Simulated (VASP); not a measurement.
# ZnF2 (P4_2/mnm) in VASP: single point with PBE

Aim: the single point of ZnF2 with PBE.

Everything below comes from runs of VASP 6.6.1. Logs are shortened: lines on timing, memory, paths and dates and some standing lists are left out, and cuts for length are marked.

## Step 1: The cell of the first run

Symmetry: P4_2/mnm, No. 136, tetragonal system. Conventional cell: a = 4.695 Å, b = 4.695 Å, c = 3.146 Å, α = 90.00°, β = 90.00°, γ = 90.00°. Within 2.7 Å of Zn (site symmetry mmm) lie 6 F at 2.01 to 2.05 Å. Within 2.7 Å of F (site symmetry m2m) lie 3 Zn at 2.01 to 2.05 Å and 1 F at 2.62 Å.

## Step 2: Single point, PBE

Input file INCAR:

```
PREC     = Accurate       # precision mode
ENCUT    = 600            # plane-wave cutoff, eV
EDIFF    = 1E-6           # SCF threshold, eV
ISMEAR   = 0              # smearing method
SIGMA    = 0.05           # smearing width, eV
LREAL    = False          # projectors in reciprocal space
LASPH    = True           # aspherical terms in the spheres
NELM     = 120            # most SCF steps
ALGO     = Normal         # electronic algorithm
ISIF     = 2              # what is computed and relaxed
LWAVE    = False          # write WAVECAR
LCHARG   = False          # write CHGCAR
GGA      = PE             # functional
NBANDS   = 35             # bands
GGA_COMPAT= False
```

Input file KPOINTS:

```
Automatic mesh
0
Gamma
  4 4 4
```

Input file POSCAR:

```
ZnF2
1.0
    4.6945138502      0.0000000000      0.0000000000
    0.0000000000      4.6945138502      0.0000000000
    0.0000000000      0.0000000000      3.1460092533
Zn F
2 4
Direct
    0.0000000000      0.0000000000      0.0000000000
    0.5000000000      0.5000000000      0.5000000000
    0.3027439746      0.3027439746      0.0000000000
    0.1972560254      0.8027439746      0.5000000000
    0.6972560254      0.6972560254      0.0000000000
    0.8027439746      0.1972560254      0.5000000000
```

Potentials or basis: VASP PAW PBE potentials, release 64 (Zn, F).

Command:

```bash
$ cat potpaw_PBE.64/Zn/POTCAR potpaw_PBE.64/F/POTCAR > POTCAR
$ mpirun -np 1 vasp_std > vasp.out
```

OUTCAR:

```text
PREC = Accurate
   ENCUT = 600
   EDIFF = 1E-6
   ISMEAR = 0
   LREAL = False
   LASPH = True
   NELM = 120
   ISIF = 2
   GGA = PE

 ion  position               nearest neighbor table
   1  0.000  0.000  0.000-   3 2.01   5 2.01   4 2.05   6 2.05   4 2.05   6 2.05
   2  0.500  0.500  0.500-   4 2.01   6 2.01   5 2.05   3 2.05   3 2.05   5 2.05
   3  0.303  0.303  0.000-   1 2.01   2 2.05   2 2.05
   4  0.197  0.803  0.500-   2 2.01   1 2.05   1 2.05
   5  0.697  0.697  0.000-   1 2.01   2 2.05   2 2.05
   6  0.803  0.197  0.500-   2 2.01   1 2.05   1 2.05

  LATTYP: Found a simple tetragonal cell.
 ALAT       =     4.6945138502
 C/A-ratio  =     0.6701459094

  Lattice vectors:

 A1 = (   4.6945138502,   0.0000000000,   0.0000000000)
 A2 = (   0.0000000000,   4.6945138502,   0.0000000000)
 A3 = (   0.0000000000,   0.0000000000,   3.1460092533)

Analysis of symmetry for initial positions (statically):
=====================================================================
 Subroutine PRICEL returns:
 Original cell was already a primitive cell.

 Routine SETGRP: Setting up the symmetry group for a
 simple tetragonal supercell.

 Subroutine GETGRP returns: Found 16 space group operations
 (whereof  8 operations were pure point group operations)
 out of a pool of 16 trial point group operations.

The static configuration has the point symmetry D_2h.
 The point group associated with its full space group is D_4h.

Analysis of symmetry for dynamics (positions and initial velocities):
=====================================================================
 Subroutine PRICEL returns:
 Original cell was already a primitive cell.

 Routine SETGRP: Setting up the symmetry group for a
 simple tetragonal supercell.

 Subroutine GETGRP returns: Found 16 space group operations
 (whereof  8 operations were pure point group operations)
 out of a pool of 16 trial point group operations.

The dynamic configuration has the point symmetry D_2h.
 The point group associated with its full space group is D_4h.

 Subroutine INISYM returns: Found 16 space group operations
 (whereof  8 operations are pure point group operations),
 and found     1 'primitive' translations

----------------------------------------------------------------------------------------

                                     Primitive cell

  volume of cell :      69.3332

  direct lattice vectors                    reciprocal lattice vectors
     4.694513850  0.000000000  0.000000000     0.213014602  0.000000000  0.000000000
     0.000000000  4.694513850  0.000000000     0.000000000  0.213014602  0.000000000
     0.000000000  0.000000000  3.146009253     0.000000000  0.000000000  0.317863019

  length of vectors
     4.694513850  4.694513850  3.146009253     0.213014602  0.213014602  0.317863019

  position of ions in fractional coordinates (direct lattice)
     0.000000000  0.000000000  0.000000000
     0.500000000  0.500000000  0.500000000
     0.302743975  0.302743975  0.000000000
     0.197256025  0.802743975  0.500000000
     0.697256025  0.697256025  0.000000000
     0.802743975  0.197256025  0.500000000

  ion indices of the primitive-cell ions
   primitive index   ion index
                 1           1
                 2           2
                 3           3
                 4           4
                 5           5
                 6           6

----------------------------------------------------------------------------------------

 KPOINTS: Automatic mesh

Automatic generation of k-mesh.
 Grid dimensions read from file:
 generate k-points for:    4    4    4

 Generating k-lattice:

  Cartesian coordinates                     Fractional coordinates (reciprocal lattice)
     0.053253651  0.000000000  0.000000000     0.250000000  0.000000000  0.000000000
     0.000000000  0.053253651  0.000000000     0.000000000  0.250000000  0.000000000
     0.000000000  0.000000000  0.079465755     0.000000000  0.000000000  0.250000000

  Length of vectors
     0.053253651  0.053253651  0.079465755

  Shift w.r.t. Gamma in fractional coordinates (k-lattice)
     0.000000000  0.000000000  0.000000000

 Subroutine IBZKPT returns following result:
 ===========================================

 Found     18 irreducible k-points:

 Following reciprocal coordinates:
            Coordinates               Weight
  0.000000  0.000000  0.000000      1.000000
  0.250000  0.000000  0.000000      4.000000
  0.500000  0.000000  0.000000      2.000000
  0.250000  0.250000  0.000000      4.000000
  0.500000  0.250000  0.000000      4.000000
  0.500000  0.500000  0.000000      1.000000
[... 10 lines left out ...]
  0.500000  0.250000  0.500000      4.000000
  0.500000  0.500000  0.500000      1.000000
   k-points           NKPTS =     18   k-points in BZ     NKDIM =     18   number of bands    NBANDS=     35
   number of dos      NEDOS =    301   number of ions     NIONS =      6
   total plane-waves  NPLWV =  44800
   dimension x,y,z NGX =    40 NGY =   40 NGZ =   28
   dimension x,y,z NGXF=    80 NGYF=   80 NGZF=   56
   ions per type =               2   4
   NGX,Y,Z   is equivalent  to a cutoff of  14.17, 14.17, 14.80 a.u.
   NGXF,Y,Z  is equivalent  to a cutoff of  28.33, 28.33, 29.59 a.u.
 SYSTEM =  unknown system
   PREC   = accura    normal or accurate (medium, high low for compatibility)
   ISTART =      0    job   : 0-new  1-cont  2-samecut
   ICHARG =      2    charge: 1-file 2-atom 10-const
   ISPIN  =      1    spin polarized calculation?
   LNONCOLLINEAR =      F non collinear calculations
   LSORBIT =      F    spin-orbit coupling
   LASPH  =      T    aspherical Exc in radial PAW
   ENCUT  =  600.0 eV  44.10 Ry    6.64 a.u.   9.38  9.38  6.28*2*pi/ulx,y,z
   NELM   =    120;   NELMIN=  2; NELMDL= -5     # of ELM steps
   EDIFF  = 0.1E-05   stopping-criterion for ELM
   LREAL  =      F    real-space projection
[... 7 lines left out ...]
   TEBEG  =    0.0;   TEEND  =   0.0 temperature during run
   PSTRESS=    0.0 pullay stress
   NELECT =      52.0000    total number of electrons
   NUPDOWN=      -1.0000    fix difference up-down
   EMIN   =  10.00;   EMAX   =-10.00  energy-range for DOS
   EFERMI =   0.00;   METHOD = LEGACY
   ISMEAR =     0;   SIGMA  =   0.05  broadening in eV -4-tet -1-fermi 0-gaus
   EFERMI_NEDOS =   21; number of points for ismear=-14 and -15
   IALGO  =     38    algorithm
   IMIX   =      4    mixing-type and parameters
     AMIX     =   0.40;   BMIX     =  1.00
     AMIX_MAG =   1.60;   BMIX_MAG =  1.00
  volume/ion in A,a.u.               =      11.56        77.98
  Fermi-wavevector in a.u.,A,eV,Ry     =   1.487404  2.810785 30.101119  2.212370
  Thomas-Fermi vector in A             =   2.600569
   LORBIT       =      0    0 simple, 1 ext, 2 COOP (PROOUT), +10 PAW based schemes
   GGA     = PE    functional components
   LHFCALC =     F    Hartree Fock is set to
   AEXX    =    0.0000 exact exchange contribution
   IVDW    =     0    specifies the selected vdW correction
   LEPSILON=     F    determine dielectric tensor
   LRPA    =     F    only Hartree local field effects (RPA)
 non-spin polarized calculation
 Gauss-broadening in eV      SIGMA  =   0.05
  energy-cutoff  :      600.00
  volume of cell :       69.33
 maximum number of plane-waves:      2330
 NGX is ok and might be reduce to    40
   NGX = 19   NGY = 19   NGZ = 13

 number of electron      52.0000013 magnetization

 Free energy of the ion-electron system (eV)
  ---------------------------------------------------
  ext. energy  EPLUGINS =         0.00000000
  ---------------------------------------------------
  free energy    TOTEN  =       -23.16429923 eV

  energy without entropy =      -23.16429923  energy(sigma->0) =      -23.16429923

 E-fermi :  -0.8795     XC(G=0): -10.2808

 val. band max:       -1.0976092668   @ k =   0.0000   0.0000   0.0000
 cond. band min:       2.3766910318   @ k =   0.0000   0.0000   0.0000
 fundamental gap:      3.4743002987
 Fermi energy:        -0.8794626386

 k-point     1 :       0.0000    0.0000    0.0000
  band No.  band energies     occupation
      1     -23.0102      2.00000
      2     -22.2339      2.00000
      3     -22.2339      2.00000
      4     -22.1945      2.00000
      5      -7.3674      2.00000
      6      -6.4802      2.00000
[... 27 lines left out ...]
     34      13.9793      0.00000
     35      13.9793      0.00000

 k-point     2 :       0.2500    0.0000    0.0000
  band No.  band energies     occupation
      1     -22.9157      2.00000
      2     -22.4022      2.00000
      3     -22.2148      2.00000
      4     -22.1520      2.00000
      5      -7.0706      2.00000
      6      -6.3862      2.00000
[... 27 lines left out ...]
     34      14.5603      0.00000
     35      14.8967      0.00000

 k-point     3 :       0.5000    0.0000    0.0000
  band No.  band energies     occupation
      1     -22.6753      2.00000
      2     -22.6753      2.00000
      3     -22.1731      2.00000
      4     -22.1731      2.00000
      5      -6.4484      2.00000
      6      -6.4484      2.00000
[... 27 lines left out ...]
     34      14.5699      0.00000
     35      15.4551      0.00000
[... 495 lines left out ...]
 k-point    17 :       0.5000    0.2500    0.5000
  band No.  band energies     occupation
      1     -22.4009      2.00000
      2     -22.4009      2.00000
      3     -22.2366      2.00000
      4     -22.2366      2.00000
      5      -6.4856      2.00000
      6      -6.4856      2.00000
[... 27 lines left out ...]
     34      12.4277      0.00000
     35      15.0919      0.00000

 k-point    18 :       0.5000    0.5000    0.5000
  band No.  band energies     occupation
      1     -22.4074      2.00000
      2     -22.4074      2.00000
      3     -22.2272      2.00000
      4     -22.2272      2.00000
      5      -6.6422      2.00000
      6      -6.6422      2.00000
[... 27 lines left out ...]
     34      11.5236      0.00000
     35      16.0584      0.00000

------------------------ aborting loop because EDIFF is reached ----------------------------------------

  FORCE on cell =-STRESS in cart. coord.  units (eV):
  Direction    XX          YY          ZZ          XY          YZ          ZX
  --------------------------------------------------------------------------------------
  -------------------------------------------------------------------------------------
  Total        2.7711844      2.7711844      2.9230690     -0.0000000      0.0000000      0.0000000
  in kB       64.0375583     64.0375583     67.5473649     -0.0000000      0.0000000      0.0000000
  external PRESSURE =      65.2074938 kB  Pullay stress =       0.0000000 kB

 VOLUME and BASIS-vectors are now :
 -----------------------------------------------------------------------------
  energy-cutoff  :      600.00
  volume of cell :       69.33
      direct lattice vectors                 reciprocal lattice vectors
     4.694513850  0.000000000  0.000000000     0.213014602  0.000000000  0.000000000
     0.000000000  4.694513850  0.000000000     0.000000000  0.213014602  0.000000000
     0.000000000  0.000000000  3.146009253     0.000000000  0.000000000  0.317863019

 POSITION                                       TOTAL-FORCE (eV/Angst)
 -----------------------------------------------------------------------------------
      0.00000      0.00000      0.00000        -0.000000     -0.000000      0.000000
      2.34726      2.34726      1.57300        -0.000000     -0.000000      0.000000
      1.42124      1.42124      0.00000         0.001274      0.001274     -0.000000
      0.92602      3.76849      1.57300        -0.001274      0.001274      0.000000
      3.27328      3.27328      0.00000        -0.001274     -0.001274      0.000000
      3.76849      0.92602      1.57300         0.001274     -0.001274      0.000000
 -----------------------------------------------------------------------------------
    total drift:                                0.000000     -0.000000      0.000000

  FREE ENERGIE OF THE ION-ELECTRON SYSTEM (eV)
  ---------------------------------------------------
  free  energy   TOTEN  =       -23.1642992317 eV

  energy  without entropy=      -23.1642992317  energy(sigma->0) =      -23.16429923
```

Wall time 89 s (1 thread of Intel Xeon 8259CL, shared host); peak memory 0.21 GiB.

Results:

| Property | Result |
| --- | --- |
| Free energy | -23.1643 eV |
| Pressure | 6.5 GPa |
| Band gap on the k mesh | 3.47 eV |

Stress tensor (GPa, compression positive):
```
6.40 0.00 0.00
0.00 6.40 0.00
0.00 0.00 6.75
```

Caveat: the k points lie up to 0.50 Å⁻¹ apart. PBE gaps usually lie below the measured ones, often by a third to a half.
